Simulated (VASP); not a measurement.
# SnO (P6_3/mmc) in VASP: notebook

The runs below take SnO through single point, relaxation of cell and atoms, with PBEsol.

All numbers are computed with VASP 6.6.1; they aren't measurements. Logs are shortened: lines on timing, memory, paths and dates and some standing lists are left out, and cuts for length are marked.

### 1 The cell of the first run

It takes space group P6_3/mmc (No. 194, hexagonal). The conventional cell has a = 3.369 Å, b = 3.369 Å, c = 6.448 Å, α = 90.00°, β = 90.00°, γ = 120.00°. Sn (site symmetry -3m) has 6 O at 2.53 Å and 2 Sn at 3.22 Å within 3.3 Å. Within 3.3 Å of O (site symmetry -6m2) lie 6 Sn at 2.53 Å.

### 2 Single point, PBEsol

INCAR reads:

```
SYSTEM = SnO
ALGO = Normal
EDIFF = 1E-6
ENCUT = 520
GGA = PS
ISIF = 2
ISMEAR = -1
LASPH = .TRUE.
LCHARG = .FALSE.
LREAL = .FALSE.
LWAVE = .FALSE.
NBANDS = 28
NELM = 80
PREC = Accurate
SIGMA = 0.03
```

KPOINTS reads:

```
k-points
0
G
  9 9 4
  0 0 0
```

POSCAR reads:

```
SnO
1.0
    3.3694196854      0.0000000000      0.0000000000
   -1.6847098427      2.9180030436      0.0000000000
    0.0000000000      0.0000000000      6.4482380009
Sn O
2 2
Direct
    0.0000000000      0.0000000000      0.0000000000
    0.0000000000      0.0000000000      0.5000000000
    0.3333333333      0.6666666667      0.2500000000
    0.6666666667      0.3333333333      0.7500000000
```

Potentials or basis: VASP PAW PBE potentials, release 64 (Sn_d, O).

Launch:

```bash
> cat potpaw_PBE.64/Sn_d/POTCAR potpaw_PBE.64/O/POTCAR > POTCAR
> mpirun -np 1 vasp_std > vasp.out
```

OUTCAR:

```text
SYSTEM = SnO
   EDIFF = 1E-6
   ENCUT = 520
   GGA = PS
   ISIF = 2
   ISMEAR = -1
   LASPH = .TRUE.
   LREAL = .FALSE.
   NELM = 80
   PREC = Accurate

 ion  position               nearest neighbor table
   1  0.000  0.000  0.000-   3 2.53   4 2.53   4 2.53   3 2.53   4 2.53   3 2.53   2 3.22   2 3.22

   2  0.000  0.000  0.500-   3 2.53   4 2.53   4 2.53   3 2.53   4 2.53   3 2.53   1 3.22   1 3.22

   3  0.333  0.667  0.250-   1 2.53   2 2.53   1 2.53   2 2.53   1 2.53   2 2.53
   4  0.667  0.333  0.750-   1 2.53   2 2.53   1 2.53   2 2.53   1 2.53   2 2.53

  LATTYP: Found a hexagonal cell.
 ALAT       =     3.3694196854
 C/A-ratio  =     1.9137532878

  Lattice vectors:

 A1 = (   3.3694196854,   0.0000000000,   0.0000000000)
 A2 = (  -1.6847098427,   2.9180030436,   0.0000000000)
 A3 = (   0.0000000000,   0.0000000000,   6.4482380009)

Analysis of symmetry for initial positions (statically):
=====================================================================
 Subroutine PRICEL returns:
 Original cell was already a primitive cell.

 Routine SETGRP: Setting up the symmetry group for a
 hexagonal supercell.

 Subroutine GETGRP returns: Found 24 space group operations
 (whereof 12 operations were pure point group operations)
 out of a pool of 24 trial point group operations.

The static configuration has the point symmetry D_3d.
 The point group associated with its full space group is D_6h.

Analysis of symmetry for dynamics (positions and initial velocities):
=====================================================================
 Subroutine PRICEL returns:
 Original cell was already a primitive cell.

 Routine SETGRP: Setting up the symmetry group for a
 hexagonal supercell.

 Subroutine GETGRP returns: Found 24 space group operations
 (whereof 12 operations were pure point group operations)
 out of a pool of 24 trial point group operations.

The dynamic configuration has the point symmetry D_3d.
 The point group associated with its full space group is D_6h.

 Subroutine INISYM returns: Found 24 space group operations
 (whereof 12 operations are pure point group operations),
 and found     1 'primitive' translations

----------------------------------------------------------------------------------------

                                     Primitive cell

  volume of cell :      63.3989

  direct lattice vectors                    reciprocal lattice vectors
     3.369419685  0.000000000  0.000000000     0.296787012  0.171350061  0.000000000
    -1.684709843  2.918003044  0.000000000     0.000000000  0.342700122  0.000000000
     0.000000000  0.000000000  6.448238001     0.000000000  0.000000000  0.155081124

  length of vectors
     3.369419685  3.369419685  6.448238001     0.342700122  0.342700122  0.155081124

  position of ions in fractional coordinates (direct lattice)
     0.000000000  0.000000000  0.000000000
     0.000000000  0.000000000  0.500000000
     0.333333333  0.666666667  0.250000000
     0.666666667  0.333333333  0.750000000

  ion indices of the primitive-cell ions
   primitive index   ion index
                 1           1
                 2           2
                 3           3
                 4           4

----------------------------------------------------------------------------------------

 KPOINTS: k-points

Automatic generation of k-mesh.
 Grid dimensions read from file:
 generate k-points for:    9    9    4

 Generating k-lattice:

  Cartesian coordinates                     Fractional coordinates (reciprocal lattice)
     0.032976335  0.019038896  0.000000000     0.111111111 -0.000000000  0.000000000
     0.000000000  0.038077791  0.000000000     0.000000000  0.111111111  0.000000000
     0.000000000  0.000000000  0.038770281     0.000000000  0.000000000  0.250000000

  Length of vectors
     0.038077791  0.038077791  0.038770281

  Shift w.r.t. Gamma in fractional coordinates (k-lattice)
     0.000000000  0.000000000  0.000000000

 Subroutine IBZKPT returns following result:
 ===========================================

 Found     36 irreducible k-points:

 Following reciprocal coordinates:
            Coordinates               Weight
  0.000000  0.000000  0.000000      1.000000
  0.111111 -0.000000  0.000000      6.000000
  0.222222  0.000000  0.000000      6.000000
  0.333333 -0.000000  0.000000      6.000000
  0.444444  0.000000  0.000000      6.000000
  0.111111  0.111111  0.000000      6.000000
[... 16 lines left out ...]
  0.333333  0.222222  0.250000     24.000000
  0.333333  0.333333  0.250000      4.000000
 [... further k-points ...]
   k-points           NKPTS =     36   k-points in BZ     NKDIM =     36   number of bands    NBANDS=     28
   number of dos      NEDOS =    301   number of ions     NIONS =      4
   total plane-waves  NPLWV =  37632
   dimension x,y,z NGX =    28 NGY =   28 NGZ =   48
   dimension x,y,z NGXF=    56 NGYF=   56 NGZF=   96
   ions per type =               2   2
   NGX,Y,Z   is equivalent  to a cutoff of  13.82, 13.82, 12.38 a.u.
   NGXF,Y,Z  is equivalent  to a cutoff of  27.63, 27.63, 24.75 a.u.
 SYSTEM =  SnO
   PREC   = accura    normal or accurate (medium, high low for compatibility)
   ISTART =      0    job   : 0-new  1-cont  2-samecut
   ICHARG =      2    charge: 1-file 2-atom 10-const
   ISPIN  =      1    spin polarized calculation?
   LNONCOLLINEAR =      F non collinear calculations
   LSORBIT =      F    spin-orbit coupling
   LASPH  =      T    aspherical Exc in radial PAW
   ENCUT  =  520.0 eV  38.22 Ry    6.18 a.u.   6.26  6.26 11.99*2*pi/ulx,y,z
   NELM   =     80;   NELMIN=  2; NELMDL= -5     # of ELM steps
   EDIFF  = 0.1E-05   stopping-criterion for ELM
   LREAL  =      F    real-space projection
   EDIFFG = 0.1E-04   stopping-criterion for IOM
   NSW    =      0    number of steps for IOM
   IBRION =     -1    ionic relax: 0-MD 1-quasi-New 2-CG
   NFREE  =      0    steps in history (QN), initial steepest desc. (CG)
   ISIF   =      2    stress and relaxation
   ISYM   =      2    0-nonsym 1-usesym 2-fastsym
   POTIM  = 0.5000    time-step for ionic-motion
   TEBEG  =    0.0;   TEEND  =   0.0 temperature during run
   PSTRESS=    0.0 pullay stress
   NELECT =      40.0000    total number of electrons
   NUPDOWN=      -1.0000    fix difference up-down
   EMIN   =  10.00;   EMAX   =-10.00  energy-range for DOS
   EFERMI =   0.00;   METHOD = LEGACY
   ISMEAR =    -1;   SIGMA  =   0.03  broadening in eV -4-tet -1-fermi 0-gaus
   EFERMI_NEDOS =   21; number of points for ismear=-14 and -15
   IALGO  =     38    algorithm
   IMIX   =      4    mixing-type and parameters
     AMIX     =   0.40;   BMIX     =  1.00
     AMIX_MAG =   1.60;   BMIX_MAG =  1.00
  volume/ion in A,a.u.               =      15.85       106.96
  Fermi-wavevector in a.u.,A,eV,Ry     =   1.404109  2.653381 26.824191  1.971522
  Thomas-Fermi vector in A             =   2.526704
   LORBIT       =      0    0 simple, 1 ext, 2 COOP (PROOUT), +10 PAW based schemes
   GGA     = PS    functional components
   LHFCALC =     F    Hartree Fock is set to
   AEXX    =    0.0000 exact exchange contribution
   IVDW    =     0    specifies the selected vdW correction
   LEPSILON=     F    determine dielectric tensor
   LRPA    =     F    only Hartree local field effects (RPA)
 non-spin polarized calculation
  energy-cutoff  :      520.00
  volume of cell :       63.40
 maximum number of plane-waves:      1722
 NGX is ok and might be reduce to    28
   NGX = 13   NGY = 13   NGZ = 23

 number of electron      40.0000004 magnetization

 Free energy of the ion-electron system (eV)
  ---------------------------------------------------
  ext. energy  EPLUGINS =         0.00000000
  ---------------------------------------------------
  free energy    TOTEN  =       -22.14855071 eV

  energy without entropy =      -22.14757540  energy(sigma->0) =      -22.14806305

 E-fermi :   8.1232     XC(G=0): -11.2082

 val. band max:        8.0572711935   @ k =   0.1111   0.1111   0.0000
 cond. band min:       8.1731482832   @ k =   0.3333   0.3333   0.2500
 fundamental gap:      0.1158770897
 Fermi energy:         8.1231589325

 k-point     1 :       0.0000    0.0000    0.0000
  band No.  band energies     occupation
      1     -13.6523      2.00000
      2     -13.5228      2.00000
      3     -13.5228      2.00000
      4     -13.5085      2.00000
      5     -13.5085      2.00000
      6     -13.4477      2.00000
[... 20 lines left out ...]
     27      15.8240      0.00000
     28      18.9728      0.00000

 k-point     2 :       0.1111   -0.0000    0.0000
  band No.  band energies     occupation
      1     -13.6434      2.00000
      2     -13.5334      2.00000
      3     -13.5124      2.00000
      4     -13.5055      2.00000
      5     -13.4921      2.00000
      6     -13.4761      2.00000
[... 20 lines left out ...]
     27      16.4705      0.00000
     28      17.2749      0.00000

 k-point     3 :       0.2222    0.0000    0.0000
  band No.  band energies     occupation
      1     -13.6264      2.00000
      2     -13.5862      2.00000
      3     -13.5263      2.00000
      4     -13.5118      2.00000
      5     -13.4620      2.00000
      6     -13.4577      2.00000
[... 20 lines left out ...]
     27      15.4097      0.00000
     28      17.6472      0.00000

 k-point     4 :       0.3333   -0.0000    0.0000
  band No.  band energies     occupation
      1     -13.6757      2.00000
      2     -13.6050      2.00000
      3     -13.5447      2.00000
      4     -13.5177      2.00000
      5     -13.4672      2.00000
      6     -13.4294      2.00000
[... 578 lines left out ...]
     27      16.7541      0.00000
     28      18.7520      0.00000

 k-point    23 :       0.3333    0.2222    0.2500
  band No.  band energies     occupation
      1     -13.6445      2.00000
      2     -13.5456      2.00000
      3     -13.5441      2.00000
      4     -13.4931      2.00000
      5     -13.4925      2.00000
      6     -13.4594      2.00000
[... 20 lines left out ...]
     27      17.0716      0.00000
     28      18.7197      0.00000

 k-point    24 :       0.3333    0.3333    0.2500
  band No.  band energies     occupation
      1     -13.5967      2.00000
      2     -13.5967      2.00000
      3     -13.5314      2.00000
      4     -13.4665      2.00000
      5     -13.4665      2.00000
      6     -13.4474      2.00000
[... 20 lines left out ...]
     27      18.1621      0.00000
     28      18.1621      0.00000

 [... further k-points ...]

------------------------ aborting loop because EDIFF is reached ----------------------------------------

  FORCE on cell =-STRESS in cart. coord.  units (eV):
  Direction    XX          YY          ZZ          XY          YZ          ZX
  --------------------------------------------------------------------------------------
  -------------------------------------------------------------------------------------
  Total       -0.0068808     -0.0068808      0.0262152     -0.0000000     -0.0000000      0.0000000
  in kB       -0.1738881     -0.1738881      0.6624933     -0.0000000     -0.0000000      0.0000000
  external PRESSURE =       0.1049057 kB  Pullay stress =       0.0000000 kB

 VOLUME and BASIS-vectors are now :
 -----------------------------------------------------------------------------
  energy-cutoff  :      520.00
  volume of cell :       63.40
      direct lattice vectors                 reciprocal lattice vectors
     3.369419685  0.000000000  0.000000000     0.296787012  0.171350061  0.000000000
    -1.684709843  2.918003044  0.000000000     0.000000000  0.342700122  0.000000000
     0.000000000  0.000000000  6.448238001     0.000000000  0.000000000  0.155081124

 POSITION                                       TOTAL-FORCE (eV/Angst)
 -----------------------------------------------------------------------------------
      0.00000      0.00000      0.00000        -0.000000      0.000000      0.000000
      0.00000      0.00000      3.22412        -0.000000      0.000000      0.000000
     -0.00000      1.94534      1.61206        -0.000000      0.000000      0.000000
      1.68471      0.97267      4.83618         0.000000     -0.000000     -0.000000
 -----------------------------------------------------------------------------------
    total drift:                                0.000000     -0.000000      0.000000

  FREE ENERGIE OF THE ION-ELECTRON SYSTEM (eV)
  ---------------------------------------------------
  free  energy   TOTEN  =       -22.1485507063 eV

  energy  without entropy=      -22.1475754034  energy(sigma->0) =      -22.14806305
```

It took 25 s on 1 thread of Intel Xeon 6975P-C (Granite Rapids), shared host; peak memory 0.21 GiB.

Results:

| Item | Value |
| --- | --- |
| Free energy | -22.1486 eV |
| Pressure | 0.0 GPa |
| Band gap on the k mesh | zero (band 20 reaches 8.55 eV, above the bottom of band 21 at 7.90 eV) |

Stress tensor (GPa, compression positive):
```
-0.02  0.00  0.00
 0.00 -0.02  0.00
 0.00  0.00  0.07
```

Levels at points of the mesh, in eV from the Fermi level:
```tsv
k point	band 17	band 18	band 19	band 20	band 21	band 22	band 23	band 24
(0.00, 0.00, 0.00)	-3.10	-2.88	-2.88	-0.55	0.57	6.34	6.34	7.00
(0.00, 0.00, 0.50)	-2.99	-2.99	-2.47	-2.47	3.01	3.01	6.83	6.83
```

Caveat: the PAW data sets were made with another functional, which shifts forces and pressure a little; spin-orbit coupling is left out, which moves the levels of the heavy elements.

(Part 1 of 2 ends here.)
